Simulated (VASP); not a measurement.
# Bi (P6_3/mmc) in VASP: further runs

Bi is run at these levels: PBEsol; tasks: single point.

Everything below comes from runs of VASP 6.6.1. Logs are shortened: lines on timing, memory, paths and dates and some standing lists are left out, and cuts for length are marked.

### 1 The cell of the first run

It takes space group P6_3/mmc (No. 194, hexagonal). Conventional cell: a = 4.446 Å, b = 4.446 Å, c = 11.588 Å, α = 90.00°, β = 90.00°, γ = 120.00°. Bi (site symmetry -6m2) has 6 Bi at 4.45 Å within 5.8 Å.

### 2 Single point, PBEsol (volume scaled by 0.94)

The input, INCAR:

```
PREC = Accurate
ENCUT = 520
EDIFF = 1E-6
ISMEAR = -1
SIGMA = 0.08
LREAL = F
LASPH = T
NELM = 60
ALGO = Normal
ISIF = 2
LWAVE = F
LCHARG = T
GGA = PS
LELF = T
LVHAR = T
NBANDS = 22
```

The input, KPOINTS:

```
regular mesh
0
Gamma
  9 9 3
```

The input, POSCAR:

```
Bi
1.0
    4.4463416410      0.0000000000      0.0000000000
   -2.2231708206      3.8506448151      0.0000000000
    0.0000000000      0.0000000000     11.5875240800
Bi
2
Direct
    0.3333333333      0.6666666667      0.2500000000
    0.6666666667      0.3333333333      0.7500000000
```

Potentials or basis: VASP PAW PBE potentials, release 64 (Bi_d).

On the command line:

```sh
$ cat potpaw_PBE.64/Bi_d/POTCAR > POTCAR
$ mpirun -np 1 vasp_std > vasp.out
```

OUTCAR:

```text
PREC = Accurate
   ENCUT = 520
   EDIFF = 1E-6
   ISMEAR = -1
   LREAL = F
   LASPH = T
   NELM = 60
   ISIF = 2
   GGA = PS

 ion  position               nearest neighbor table
   1  0.333  0.667  0.250-
   2  0.667  0.333  0.750-

  LATTYP: Found a hexagonal cell.
 ALAT       =     4.4463416410
 C/A-ratio  =     2.6060804625

  Lattice vectors:

 A1 = (   4.4463416410,   0.0000000000,   0.0000000000)
 A2 = (  -2.2231708206,   3.8506448151,   0.0000000000)
 A3 = (   0.0000000000,   0.0000000000,  11.5875240800)

Analysis of symmetry for initial positions (statically):
=====================================================================
 Subroutine PRICEL returns:
 Original cell was already a primitive cell.

 Routine SETGRP: Setting up the symmetry group for a
 hexagonal supercell.

 Subroutine GETGRP returns: Found 24 space group operations
 (whereof 12 operations were pure point group operations)
 out of a pool of 24 trial point group operations.

The static configuration has the point symmetry D_3d.
 The point group associated with its full space group is D_6h.

Analysis of symmetry for dynamics (positions and initial velocities):
=====================================================================
 Subroutine PRICEL returns:
 Original cell was already a primitive cell.

 Routine SETGRP: Setting up the symmetry group for a
 hexagonal supercell.

 Subroutine GETGRP returns: Found 24 space group operations
 (whereof 12 operations were pure point group operations)
 out of a pool of 24 trial point group operations.

The dynamic configuration has the point symmetry D_3d.
 The point group associated with its full space group is D_6h.

 Subroutine INISYM returns: Found 24 space group operations
 (whereof 12 operations are pure point group operations),
 and found     1 'primitive' translations

----------------------------------------------------------------------------------------

                                     Primitive cell

  volume of cell :     198.3933

  direct lattice vectors                    reciprocal lattice vectors
[... 75 lines left out ...]
   NGXF,Y,Z  is equivalent  to a cutoff of  26.92, 26.92, 25.82 a.u.
 SYSTEM =  unknown system
   PREC   = accura    normal or accurate (medium, high low for compatibility)
   ISTART =      0    job   : 0-new  1-cont  2-samecut
   ICHARG =      2    charge: 1-file 2-atom 10-const
   ISPIN  =      1    spin polarized calculation?
   LNONCOLLINEAR =      F non collinear calculations
   LSORBIT =      F    spin-orbit coupling
   LASPH  =      T    aspherical Exc in radial PAW
   ENCUT  =  520.0 eV  38.22 Ry    6.18 a.u.   8.27  8.27 21.55*2*pi/ulx,y,z
   NELM   =     60;   NELMIN=  2; NELMDL= -5     # of ELM steps
   EDIFF  = 0.1E-05   stopping-criterion for ELM
   LREAL  =      F    real-space projection
   EDIFFG = 0.1E-04   stopping-criterion for IOM
   NSW    =      0    number of steps for IOM
   IBRION =     -1    ionic relax: 0-MD 1-quasi-New 2-CG
   NFREE  =      0    steps in history (QN), initial steepest desc. (CG)
   ISIF   =      2    stress and relaxation
   ISYM   =      2    0-nonsym 1-usesym 2-fastsym
   POTIM  = 0.5000    time-step for ionic-motion
   TEBEG  =    0.0;   TEEND  =   0.0 temperature during run
   PSTRESS=    0.0 pullay stress
   NELECT =      30.0000    total number of electrons
   NUPDOWN=      -1.0000    fix difference up-down
   EMIN   =  10.00;   EMAX   =-10.00  energy-range for DOS
   EFERMI =   0.00;   METHOD = LEGACY
   ISMEAR =    -1;   SIGMA  =   0.08  broadening in eV -4-tet -1-fermi 0-gaus
   EFERMI_NEDOS =   21; number of points for ismear=-14 and -15
   IALGO  =     38    algorithm
   IMIX   =      4    mixing-type and parameters
     AMIX     =   0.40;   BMIX     =  1.00
     AMIX_MAG =   1.60;   BMIX_MAG =  1.00
  volume/ion in A,a.u.               =      99.20       669.41
  Fermi-wavevector in a.u.,A,eV,Ry     =   0.872180  1.648182 10.349931  0.760698
  Thomas-Fermi vector in A             =   1.991393
   LORBIT       =      0    0 simple, 1 ext, 2 COOP (PROOUT), +10 PAW based schemes
   GGA     = PS    functional components
   LHFCALC =     F    Hartree Fock is set to
   AEXX    =    0.0000 exact exchange contribution
   IVDW    =     0    specifies the selected vdW correction
   LEPSILON=     F    determine dielectric tensor
   LRPA    =     F    only Hartree local field effects (RPA)
 non-spin polarized calculation
  energy-cutoff  :      520.00
  volume of cell :      198.39
 maximum number of plane-waves:      5368
 NGX is ok and might be reduce to    36
   NGX = 17   NGY = 17   NGZ = 43

 number of electron      30.0000006 magnetization

 Free energy of the ion-electron system (eV)
  ---------------------------------------------------
  ext. energy  EPLUGINS =         0.00000000
  ---------------------------------------------------
  free energy    TOTEN  =        -3.73294775 eV

  energy without entropy =       -3.59429706  energy(sigma->0) =       -3.66362241

 E-fermi :  -0.9090     XC(G=0):  -5.6254

 val. band max:       -0.9389587884   @ k =   0.2222   0.2222   0.3333
 cond. band min:      -0.9082003565   @ k =   0.3333   0.1111   0.3333
 fundamental gap:      0.0307584320
 Fermi energy:        -0.9090318614

 k-point     1 :       0.0000    0.0000    0.0000
  band No.  band energies     occupation
      1     -23.6847      2.00000
      2     -23.6847      2.00000
      3     -23.6847      2.00000
      4     -23.6847      2.00000
      5     -23.6793      2.00000
      6     -23.6792      2.00000
[... 589 lines left out ...]
     21       4.6651      0.00000
     22       5.1903      0.00000

------------------------ aborting loop because EDIFF is reached ----------------------------------------

  FORCE on cell =-STRESS in cart. coord.  units (eV):
  Direction    XX          YY          ZZ          XY          YZ          ZX
  --------------------------------------------------------------------------------------
  -------------------------------------------------------------------------------------
  Total       -6.8474630     -6.8474630     -0.5973721      0.0000000     -0.0000000      0.0000000
  in kB      -55.2984984    -55.2984984     -4.8242367      0.0000000     -0.0000000      0.0000000
  external PRESSURE =     -38.4737445 kB  Pullay stress =       0.0000000 kB

 VOLUME and BASIS-vectors are now :
 -----------------------------------------------------------------------------
  energy-cutoff  :      520.00
  volume of cell :      198.39
      direct lattice vectors                 reciprocal lattice vectors
     4.446341641  0.000000000  0.000000000     0.224903995  0.129848382  0.000000000
    -2.223170821  3.850644815  0.000000000     0.000000000  0.259696765  0.000000000
     0.000000000  0.000000000 11.587524080     0.000000000  0.000000000  0.086299713

 POSITION                                       TOTAL-FORCE (eV/Angst)
 -----------------------------------------------------------------------------------
     -0.00000      2.56710      2.89688         0.000000     -0.000000      0.000000
      2.22317      1.28355      8.69064        -0.000000      0.000000      0.000000
 -----------------------------------------------------------------------------------
    total drift:                                0.000000     -0.000000      0.000000

  FREE ENERGIE OF THE ION-ELECTRON SYSTEM (eV)
  ---------------------------------------------------
  free  energy   TOTEN  =        -3.7329477520 eV

  energy  without entropy=       -3.5942970608  energy(sigma->0) =       -3.66362241
```

OSZICAR:

```text
N       E                     dE             d eps       ncg     rms          rms(c)
DAV:   1     0.268292744525E+03    0.26829E+03   -0.14428E+04  1096   0.118E+03
DAV:   2     0.168896346074E+02   -0.25140E+03   -0.24726E+03  1164   0.325E+02
DAV:   3    -0.306668383700E+01   -0.19956E+02   -0.19763E+02  1284   0.120E+02
DAV:   4    -0.372429437519E+01   -0.65761E+00   -0.65572E+00  1312   0.242E+01
DAV:   5    -0.374689976057E+01   -0.22605E-01   -0.22604E-01  1508   0.419E+00    0.774E-01
DAV:   6    -0.373213430730E+01    0.14765E-01   -0.37985E-02  1196   0.152E+00    0.491E-01
DAV:   7    -0.373186164448E+01    0.27266E-03   -0.38286E-02  1218   0.128E+00    0.134E-01
DAV:   8    -0.373268812664E+01   -0.82648E-03   -0.27025E-03  1146   0.664E-01    0.450E-02
DAV:   9    -0.373287713899E+01   -0.18901E-03   -0.20893E-04  1154   0.104E-01    0.190E-02
DAV:  10    -0.373293791982E+01   -0.60781E-04   -0.56464E-05  1244   0.442E-02    0.349E-03
DAV:  11    -0.373294707203E+01   -0.91522E-05   -0.88008E-06   996   0.214E-02    0.213E-03
DAV:  12    -0.373294775204E+01   -0.68000E-06   -0.19124E-06   964   0.115E-02
   1 F= -.37329478E+01 E0= -.36636224E+01  d E =-.138651E+00
```

stdout:

```text
POSCAR found type information on POSCAR Bi
 POSCAR found :  1 types and       2 ions
 scaLAPACK will be used
 -----------------------------------------------------------------------------
|                                                                             |
|                                                                             |
|     You enforced a specific xc type in the INCAR file but a different       |
|     I HOPE YOU KNOW WHAT YOU ARE DOING!                                     |
|                                                                             |
 -----------------------------------------------------------------------------

 LDA part: xc-table for (Slater+PW92), standard interpolation
 POSCAR, INCAR and KPOINTS ok, starting setup
 FFT: planning ... GRIDC
 FFT: planning ... GRID_SOFT
 FFT: planning ... GRID
 WAVECAR not read
 entering main loop
```

Wall time 65 s (1 thread of Intel Xeon Platinum 8375C at 2.90GHz (Ice Lake), shared host); peak memory 0.35 GiB.

What came out:

| Quantity | Value |
| --- | --- |
| Free energy | -3.7329 eV |
| Pressure | -3.8 GPa |
| Band gap on the k mesh | zero (band 15 reaches 0.67 eV, above the bottom of band 16 at -1.71 eV) |

Stress tensor (GPa, compression positive):
```
-5.53  0.00  0.00
 0.00 -5.53  0.00
 0.00  0.00 -0.48
```

Levels at points of the mesh, in eV from the Fermi level:
```
           k point  band 13  band 14  band 15  band 16  band 17  band 18
(0.00, 0.00, 0.00)    -0.94    -0.37     1.57     1.57     1.59     1.59
```

Caveat: the PAW data sets were made with another functional, which shifts forces and pressure a little; spin-orbit coupling is left out, which moves the levels of the heavy elements.

### 3 Single point, PBEsol (equal xx and yy strain of -2 %)

The input, INCAR:

```
SYSTEM = Bi
PREC = Accurate ; ENCUT = 520
EDIFF = 1E-6 ; ISMEAR = -1
SIGMA = 0.08 ; LREAL = .FALSE.
LASPH = .TRUE. ; NELM = 60
ALGO = Normal ; ISIF = 2
LWAVE = .FALSE. ; LCHARG = .FALSE.
GGA = PS ; NBANDS = 22
```

The input, KPOINTS:

```
Automatic mesh
0
G
  9 9 3
  0 0 0
```

The input, POSCAR:

```
Bi
1.0
    4.4482202937      0.0000000000      0.0000000000
   -2.2241101469      3.8522717760      0.0000000000
    0.0000000000      0.0000000000     11.8290000000
Bi
2
Direct
    0.3333333333      0.6666666667      0.2500000000
    0.6666666667      0.3333333333      0.7500000000
```

Potentials or basis: VASP PAW PBE potentials, release 64 (Bi_d).

On the command line:

```sh
$ cat potpaw_PBE.64/Bi_d/POTCAR > POTCAR
$ mpirun -np 1 vasp_std > vasp.out
```

It took 65 s on 1 thread of Intel Xeon Platinum 8375C at 2.90GHz (Ice Lake), shared host; peak memory 0.35 GiB.

The run converged. Its results:

```yaml
Free_energy: -3.7168 eV
Pressure: -3.7 GPa
Band_gap_on_the_k_mesh: zero (band 15 reaches 0.59 eV, above the bottom of band 16 at -1.79 eV)
```

Stress tensor (GPa, compression positive):
```
-5.42  0.00  0.00
 0.00 -5.42  0.00
 0.00  0.00 -0.38
```

Levels at points of the mesh, in eV from the Fermi level:
| k point | band 12 | band 13 | band 14 | band 15 | band 16 | band 17 | band 18 | band 19 |
| --- | --- | --- | --- | --- | --- | --- | --- | --- |
| (0.00, 0.00, 0.00) | -10.38 | -0.91 | -0.40 | 1.57 | 1.57 | 1.58 | 1.58 | 3.04 |

Caveat: the cell differs from its parent crystal (equal xx and yy strain of -2 %); the PAW data sets were made with another functional, which shifts forces and pressure a little; spin-orbit coupling is left out, which moves the levels of the heavy elements.

(Part 1 of 3 ends here.)
